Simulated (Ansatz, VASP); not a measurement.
## Ga2As in VASP and in Ansatz

File INCAR:

```
PREC     = Accurate       # precision mode
ENCUT    = 600            # plane-wave cutoff, eV
EDIFF    = 1E-6           # SCF threshold, eV
ISMEAR   = 0              # smearing method
SIGMA    = 0.1            # smearing width, eV
LREAL    = F              # projectors in reciprocal space
LASPH    = T              # aspherical terms in the spheres
NELM     = 60             # most SCF steps
ALGO     = Fast           # electronic algorithm
ISIF     = 3              # what is computed and relaxed
LWAVE    = F              # write WAVECAR
LCHARG   = F              # write CHGCAR
GGA      = PE             # functional
IBRION   = 2              # ionic algorithm
NSW      = 100            # ionic steps
EDIFFG   = -0.01          # ionic threshold
```

Contents of KPOINTS:

```
Automatic mesh
0
Gamma
  8 8 8
```

File POSCAR:

```
Ga2As
1.0
    5.7193895639      0.0000000000      0.0000000000
    0.0000000000      5.7193895639      0.0000000000
    0.0000000000      0.0000000000      5.7193895639
Ga As
4 2
Direct
    0.2500000000      0.2500000000      0.2500000000
    0.2500000000      0.7500000000      0.7500000000
    0.7500000000      0.7500000000      0.2500000000
    0.7500000000      0.2500000000      0.7500000000
    0.0000000000      0.0000000000      0.0000000000
    0.5000000000      0.5000000000      0.5000000000
```

Input for Ansatz:

```yaml
crystal:
  lattice:
    - [5.7193895639, 0.0, 0.0]
    - [0.0, 5.7193895639, 0.0]
    - [0.0, 0.0, 5.7193895639]
  atoms:
    - { symbol: Ga, position: [0.25, 0.25, 0.25] }
    - { symbol: Ga, position: [0.25, 0.75, 0.75] }
    - { symbol: Ga, position: [0.75, 0.75, 0.25] }
    - { symbol: Ga, position: [0.75, 0.25, 0.75] }
    - { symbol: As, position: [0.0, 0.0, 0.0] }
    - { symbol: As, position: [0.5, 0.5, 0.5] }
basis:
  ecutwfc: 420
kpoints:
  mp_grid: { grid: [8, 8, 8] }
hamiltonian:
  xc: pbe
scf:
  occupations: { method: gaussian, width: 0.1 }
output:
  forces: true
  stress: true
  eigenvalues: true
  write_density: true
  write_potential: true
  elf: true
  volumetric_format: npy
relax:
  adjacent_minimum: "off"
  f_tol: 0.01
  max_steps: 80
  cell: { stress_tol: 0.05 }
```

Change from the starting cell: species swapped into the Au2S type (Pn-3m, No. 224).

Alike in both runs: task relaxation of cell and atoms; functional PBE; k mesh 8 × 8 × 8; occupations gaussian, width 0.1 eV; no spin polarisation.

```csv
,VASP,Ansatz
version,VASP 6.6.1,Ansatz 0.2.0
potentials or method,"VASP PAW PBE potentials, release 64 (Ga_d, As), cutoff 600 eV","scalar-relativistic, plane waves, PAW"
valence electrons in the cell,62,82
```

|  | VASP | Ansatz | Ansatz less VASP |
| --- | --- | --- | --- |
| gap on the k mesh at the Fermi level, each at its own relaxed structure (eV) | none | none | - |
| relaxed volume (Å³/atom) | 31.81 | 31.67 | -0.134 |
| relaxed length of the cell vector where the two differ most in proportion (Å) | 5.757 | 5.749 | -0.0081 |

A gap of «none» marks a metal or a gap that the smearing closes. VASP's potentials hold 62 valence electrons a cell and Ansatz's 82, so a difference there can come from the potentials and not from the codes.
